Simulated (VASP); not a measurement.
# C in VASP: single point with PBEsol

Aim: the single point of C with PBEsol.

All numbers are computed with VASP 6.6.1; they aren't measurements. Logs are shortened: lines on timing, memory, paths and dates and some standing lists are left out, and cuts for length are marked.

## (1) The cell of the first run

The cell holds a slab with vacuum, 22 atoms: a = 2.459 Å, b = 7.781 Å, c = 25.571 Å, α = 90.00°, β = 90.00°, γ = 99.09°.

## (2) Single point, PBEsol

INCAR reads:

```
PREC = Accurate
ENCUT = 520
EDIFF = 1E-6
ISMEAR = 0
SIGMA = 0.05
LREAL = Auto
LASPH = True
NELM = 60
ALGO = Normal
ISIF = 2
LWAVE = False
LCHARG = False
LDIPOL = True
IDIPOL = 3
DIPOL = 0.5 0.5 0.500
GGA = PS
NBANDS = 61
ISYM = 0
```

KPOINTS reads:

```
regular mesh
0
Gamma
  11 4 1
```

POSCAR reads:

```
C
1.0
    2.4588524194      0.0000000000      0.0000000000
   -1.2294262097      7.6836047988      0.0000000000
    0.0000000000      0.0000000000     25.5712086701
C
22
Direct
    0.5255991072      0.0511982145      0.2932986116
    0.2820039967      0.5640079934      0.3066433484
    0.7948001419      0.5896002838      0.3333044156
    0.5512050313      0.1024100627      0.3466491524
    0.0640011765      0.1280023530      0.3733102196
    0.8204060660      0.6408121320      0.3866549564
    0.3332022112      0.6664044223      0.4133160236
    0.0896071006      0.1792142013      0.4266607604
    0.6024032458      0.2048064916      0.4533218276
    0.3588081353      0.7176162705      0.4666665644
    0.8716042805      0.7432085609      0.4933276316
    0.6280091699      0.2560183398      0.5066723684
    0.1408053151      0.2816106302      0.5333334356
    0.8972102046      0.7944204091      0.5466781724
    0.4100063497      0.8200126995      0.5733392396
    0.1664112392      0.3328224784      0.5866839764
    0.6792073844      0.3584147688      0.6133450436
    0.4356122738      0.8712245477      0.6266897804
    0.9484084190      0.8968168381      0.6533508476
    0.7048133085      0.4096266170      0.6666955844
    0.2176094537      0.4352189073      0.6933566516
    0.9740143431      0.9480286863      0.7067013884
```

Potentials or basis: VASP PAW PBE potentials, release 64 (C).

The run is started by

```console
$ cat potpaw_PBE.64/C/POTCAR > POTCAR
$ mpirun -np 1 vasp_std > vasp.out
```

OUTCAR:

```text
PREC = Accurate
   ENCUT = 520
   EDIFF = 1E-6
   ISMEAR = 0
   LREAL = Auto
   LASPH = True
   NELM = 60
   ISIF = 2
   GGA = PS
   ISYM = 0

 ion  position               nearest neighbor table
   1  0.526  0.051  0.293-   4 1.42
   2  0.282  0.564  0.307-   3 1.42   3 1.42
   3  0.795  0.590  0.333-   2 1.42   2 1.42   6 1.42
   4  0.551  0.102  0.347-   5 1.42   5 1.42   1 1.42
   5  0.064  0.128  0.373-   4 1.42   4 1.42   8 1.42
   6  0.820  0.641  0.387-   7 1.42   7 1.42   3 1.42
   7  0.333  0.666  0.413-   6 1.42   6 1.42  10 1.42
   8  0.090  0.179  0.427-   9 1.42   9 1.42   5 1.42
[... 10 lines left out ...]
  19  0.948  0.897  0.653-  18 1.42  18 1.42  22 1.42
  20  0.705  0.410  0.667-  21 1.42  21 1.42  17 1.42
  21  0.218  0.435  0.693-  20 1.42  20 1.42
  22  0.974  0.948  0.707-  19 1.42

IMPORTANT INFORMATION: All symmetrisations will be switched off!
NOSYMM: (Re-)initialisation of all symmetry stuff for point group C_1.

----------------------------------------------------------------------------------------

                                     Primitive cell

  volume of cell :     483.1130

  direct lattice vectors                    reciprocal lattice vectors
     2.458852419  0.000000000  0.000000000     0.406693786  0.065073623  0.000000000
    -1.229426210  7.683604799  0.000000000     0.000000000  0.130147245  0.000000000
     0.000000000  0.000000000 25.571208670     0.000000000  0.000000000  0.039106482

  length of vectors
     2.458852419  7.781341241 25.571208670     0.411866983  0.130147245  0.039106482

  position of ions in fractional coordinates (direct lattice)
     0.525599107  0.051198214  0.293298612
     0.282003997  0.564007993  0.306643348
     0.794800142  0.589600284  0.333304416
     0.551205031  0.102410063  0.346649152
     0.064001176  0.128002353  0.373310220
     0.820406066  0.640812132  0.386654956
[... 14 lines left out ...]
     0.217609454  0.435218907  0.693356652
     0.974014343  0.948028686  0.706701388

  ion indices of the primitive-cell ions
   primitive index   ion index
                 1           1
                 2           2
                 3           3
                 4           4
                 5           5
                 6           6
[... 14 lines left out ...]
                21          21
                22          22

----------------------------------------------------------------------------------------

 KPOINTS: regular mesh

Automatic generation of k-mesh.
 Grid dimensions read from file:
 generate k-points for:   11    4    1

 Generating k-lattice:

  Cartesian coordinates                     Fractional coordinates (reciprocal lattice)
     0.036972162  0.005915784  0.000000000     0.090909091  0.000000000  0.000000000
     0.000000000  0.032536811  0.000000000     0.000000000  0.250000000  0.000000000
     0.000000000  0.000000000  0.039106482     0.000000000  0.000000000  1.000000000

  Length of vectors
     0.037442453  0.032536811  0.039106482

  Shift w.r.t. Gamma in fractional coordinates (k-lattice)
     0.000000000  0.000000000  0.000000000

 -----------------------------------------------------------------------------
|                                                                             |
|           W    W    AA    RRRRR   N    N  II  N    N   GGGG   !!!           |
|           W    W   A  A   R    R  NN   N  II  NN   N  G    G  !!!           |
|           W    W  A    A  R    R  N N  N  II  N N  N  G       !!!           |
|           W WW W  AAAAAA  RRRRR   N  N N  II  N  N N  G  GGG   !            |
|           WW  WW  A    A  R   R   N   NN  II  N   NN  G    G                |
|           W    W  A    A  R    R  N    N  II  N    N   GGGG   !!!           |
|                                                                             |
|     Your reciprocal lattice and k-lattice belong to different lattice       |
|     classes:                                                                |
|                                                                             |
|        The reciprocal lattice is base centered orthorhombic,                |
|        whereas your k-lattice is simple monoclinic.                         |
|                                                                             |
|     Results are often still useful ...                                      |
|                                                                             |
 -----------------------------------------------------------------------------

 WARNING: IBZKPT: internal override: KBLOWUP is changed to .FALSE.
      ... skipping the blow-up phase ...

 Subroutine IBZKPT returns following result:
 ===========================================

 Found     23 irreducible k-points:

 Following reciprocal coordinates:
            Coordinates               Weight
  0.000000  0.000000  0.000000      1.000000
  0.090909  0.000000  0.000000      2.000000
  0.181818 -0.000000  0.000000      2.000000
  0.272727  0.000000  0.000000      2.000000
  0.363636  0.000000  0.000000      2.000000
  0.454545 -0.000000  0.000000      2.000000
[... 15 lines left out ...]
  0.363636  0.500000  0.000000      2.000000
  0.454545  0.500000  0.000000      2.000000
   k-points           NKPTS =     23   k-points in BZ     NKDIM =     23   number of bands    NBANDS=     61
   number of dos      NEDOS =    301   number of ions     NIONS =     22
   total plane-waves  NPLWV = 207360
   dimension x,y,z NGX =    18 NGY =   60 NGZ =  192
   dimension x,y,z NGXF=    36 NGYF=  120 NGZF=  384
   ions per type =              22
   NGX,Y,Z   is equivalent  to a cutoff of  12.17, 12.82, 12.48 a.u.
   NGXF,Y,Z  is equivalent  to a cutoff of  24.34, 25.64, 24.96 a.u.
 SYSTEM =  unknown system
   PREC   = accura    normal or accurate (medium, high low for compatibility)
   ISTART =      0    job   : 0-new  1-cont  2-samecut
   ICHARG =      2    charge: 1-file 2-atom 10-const
   ISPIN  =      1    spin polarized calculation?
   LNONCOLLINEAR =      F non collinear calculations
   LSORBIT =      F    spin-orbit coupling
   LASPH  =      T    aspherical Exc in radial PAW
   ENCUT  =  520.0 eV  38.22 Ry    6.18 a.u.   4.57 14.47 47.55*2*pi/ulx,y,z
   NELM   =     60;   NELMIN=  2; NELMDL= -5     # of ELM steps
   EDIFF  = 0.1E-05   stopping-criterion for ELM
   LREAL  =      T    real-space projection
   EDIFFG = 0.1E-04   stopping-criterion for IOM
   NSW    =      0    number of steps for IOM
   IBRION =     -1    ionic relax: 0-MD 1-quasi-New 2-CG
   NFREE  =      0    steps in history (QN), initial steepest desc. (CG)
   ISIF   =      2    stress and relaxation
   ISYM   =      0    0-nonsym 1-usesym 2-fastsym
   POTIM  = 0.5000    time-step for ionic-motion
   TEBEG  =    0.0;   TEEND  =   0.0 temperature during run
   PSTRESS=    0.0 pullay stress
   NELECT =      88.0000    total number of electrons
   NUPDOWN=      -1.0000    fix difference up-down
   EMIN   =  10.00;   EMAX   =-10.00  energy-range for DOS
   EFERMI =   0.00;   METHOD = LEGACY
   ISMEAR =     0;   SIGMA  =   0.05  broadening in eV -4-tet -1-fermi 0-gaus
   EFERMI_NEDOS =   21; number of points for ismear=-14 and -15
   IALGO  =     38    algorithm
   IMIX   =      4    mixing-type and parameters
     AMIX     =   0.40;   BMIX     =  1.00
     AMIX_MAG =   1.60;   BMIX_MAG =  1.00
  volume/ion in A,a.u.               =      21.96       148.19
  Fermi-wavevector in a.u.,A,eV,Ry     =   0.928010  1.753685 11.717380  0.861203
  Thomas-Fermi vector in A             =   2.054141
   LORBIT       =      0    0 simple, 1 ext, 2 COOP (PROOUT), +10 PAW based schemes
   GGA     = PS    functional components
   LHFCALC =     F    Hartree Fock is set to
   AEXX    =    0.0000 exact exchange contribution
   IVDW    =     0    specifies the selected vdW correction
   LEPSILON=     F    determine dielectric tensor
   LRPA    =     F    only Hartree local field effects (RPA)
 non-spin polarized calculation
 Gauss-broadening in eV      SIGMA  =   0.05
  energy-cutoff  :      520.00
  volume of cell :      483.11
 maximum number of plane-waves:     13091
   NGX =  9   NGY = 29   NGZ = 95

 dipolmoment           0.000000      0.000000     -0.000714 electrons x Angstroem

 number of electron      87.9999998 magnetization

 dipolmoment           0.000000      0.000000      0.000025 electrons x Angstroem

 Free energy of the ion-electron system (eV)
  ---------------------------------------------------
  ext. energy  EPLUGINS =         0.00000000
  ---------------------------------------------------
  free energy    TOTEN  =      -195.38839039 eV

  energy without entropy =     -195.37386115  energy(sigma->0) =     -195.38112577

 E-fermi :  -2.3513     XC(G=0):  -5.0273

 val. band max:       -2.3641190064   @ k =  -0.0909   0.2500   0.0000
 cond. band min:      -2.3440986389   @ k =   0.1818   0.5000   0.0000
 fundamental gap:      0.0200203675
 Fermi energy:        -2.3513474813

 k-point     1 :       0.0000    0.0000    0.0000
  band No.  band energies     occupation
      1     -21.7952      2.00000
      2     -21.6618      2.00000
      3     -21.1222      2.00000
      4     -21.0077      2.00000
      5     -20.1308      2.00000
      6     -20.0412      2.00000
[... 48 lines left out ...]
     55       3.7002      0.00000
     56       4.4598      0.00000

 k-point     2 :       0.0909    0.0000    0.0000
  band No.  band energies     occupation
      1     -21.6470      2.00000
      2     -21.5163      2.00000
      3     -20.9752      2.00000
      4     -20.8631      2.00000
      5     -19.9861      2.00000
      6     -19.8985      2.00000
[... 48 lines left out ...]
     55       3.8942      0.00000
     56       4.6443      0.00000

 k-point     3 :       0.1818   -0.0000    0.0000
  band No.  band energies     occupation
      1     -21.2037      2.00000
      2     -21.0810      2.00000
      3     -20.5359      2.00000
      4     -20.4306      2.00000
      5     -19.5542      2.00000
      6     -19.4720      2.00000
[... 1113 lines left out ...]
 k-point    22 :       0.3636    0.5000    0.0000
  band No.  band energies     occupation
      1     -19.4411      2.00000
      2     -19.3805      2.00000
      3     -18.7937      2.00000
      4     -18.7417      2.00000
      5     -17.8530      2.00000
      6     -17.8122      2.00000
[... 48 lines left out ...]
     55       2.3614      0.00000
     56       2.6052      0.00000

 k-point    23 :       0.4545    0.5000    0.0000
  band No.  band energies     occupation
      1     -18.1808      2.00000
      2     -18.1152      2.00000
      3     -17.5577      2.00000
      4     -17.5028      2.00000
      5     -16.7563      2.00000
      6     -16.7301      2.00000
[... 48 lines left out ...]
     55       0.9561      0.00000
     56       1.1007      0.00000
 [bands above 56 left out]

------------------------ aborting loop because EDIFF is reached ----------------------------------------

 vacuum level on the upper side and lower side of the slab       (xc-potential included)        -0.133        -0.127

  FORCE on cell =-STRESS in cart. coord.  units (eV):
  Direction    XX          YY          ZZ          XY          YZ          ZX
  --------------------------------------------------------------------------------------
  -------------------------------------------------------------------------------------
  Total       -2.6914883     -1.0782442     -2.9333578      0.0095508     -0.7178638      0.0039971
  in kB       -8.9259477     -3.5758473     -9.7280745      0.0316739     -2.3806956      0.0132558
  external PRESSURE =      -7.4099565 kB  Pullay stress =       0.0000000 kB

 VOLUME and BASIS-vectors are now :
 -----------------------------------------------------------------------------
  energy-cutoff  :      520.00
  volume of cell :      483.11
      direct lattice vectors                 reciprocal lattice vectors
     2.458852419  0.000000000  0.000000000     0.406693786  0.065073623  0.000000000
    -1.229426210  7.683604799  0.000000000     0.000000000  0.130147245  0.000000000
     0.000000000  0.000000000 25.571208670     0.000000000  0.000000000  0.039106482

 POSITION                                       TOTAL-FORCE (eV/Angst)
 -----------------------------------------------------------------------------------
      1.22943      0.39339      7.50000         0.005407      0.390326      1.254686
      0.00000      4.33361      7.84124        -0.000339      0.376675      1.724323
      1.22943      4.53026      8.52300         0.010954     -0.650824     -2.552974
      1.22943      0.78688      8.86424         0.003458     -0.466224     -1.674180
      0.00000      0.98352      9.54599         0.003552      0.159771      0.623234
      1.22943      4.92375      9.88723        -0.006307      0.254368      0.788790
[... 14 lines left out ...]
      0.00000      3.34405     17.72997         0.001395     -0.379183     -1.725078
      1.22943      7.28428     18.07121        -0.003775     -0.387425     -1.256177
 -----------------------------------------------------------------------------------
    total drift:                                0.003319     -0.004019     -0.008521

  FREE ENERGIE OF THE ION-ELECTRON SYSTEM (eV)
  ---------------------------------------------------
  free  energy   TOTEN  =      -195.3883903911 eV

  energy  without entropy=     -195.3738611515  energy(sigma->0) =     -195.38112577

 vacuum level on the upper side and lower side of the slab         4.662         4.671
```

Run time: 53 min. Hardware: 1 thread of Intel Xeon 8259CL, shared host; peak memory 0.72 GiB.

What came out:

| Property | Result |
| --- | --- |
| Free energy | -195.3884 eV |
| Largest force | 2.636 eV/Å |
| Band gap on the k mesh | zero (bands 44 and 45 overlap by 0.33 eV) |

Forces on the atoms (eV/Å):
```
C    0.005  0.390  1.255
C    0.000  0.377  1.724
C    0.011 -0.651 -2.553
C    0.003 -0.466 -1.674
C    0.004  0.160  0.623
C   -0.006  0.254  0.789
C   -0.003 -0.031 -0.071
C   -0.005 -0.107 -0.375
C   -0.006  0.046  0.181
C    0.001 -0.007  0.016
C   -0.007  0.043  0.116
C    0.003 -0.041 -0.119
C   -0.002  0.010 -0.013
C    0.006 -0.049 -0.179
C    0.006  0.107  0.375
C   -0.003  0.031  0.070
C    0.007 -0.255 -0.787
C   -0.001 -0.161 -0.625
C   -0.002  0.468  1.673
C   -0.010  0.647  2.555
C    0.001 -0.379 -1.725
C   -0.004 -0.387 -1.256
```

Levels at points of the mesh, in eV from the Fermi level:
| k point | band 42 | band 43 | band 44 | band 45 | band 46 | band 47 |
| --- | --- | --- | --- | --- | --- | --- |
| (0.00, 0.00, 0.00) | -2.28 | -0.10 | -0.05 | 0.10 | 0.11 | 2.88 |
| (0.00, 0.50, 0.00) | -2.27 | -0.17 | -0.13 | 0.17 | 0.20 | 2.62 |

Caveat: the PAW data sets were made with another functional, which shifts forces and pressure a little.

The gap in the log of VASP goes by the Fermi energy; the results here count the filled bands.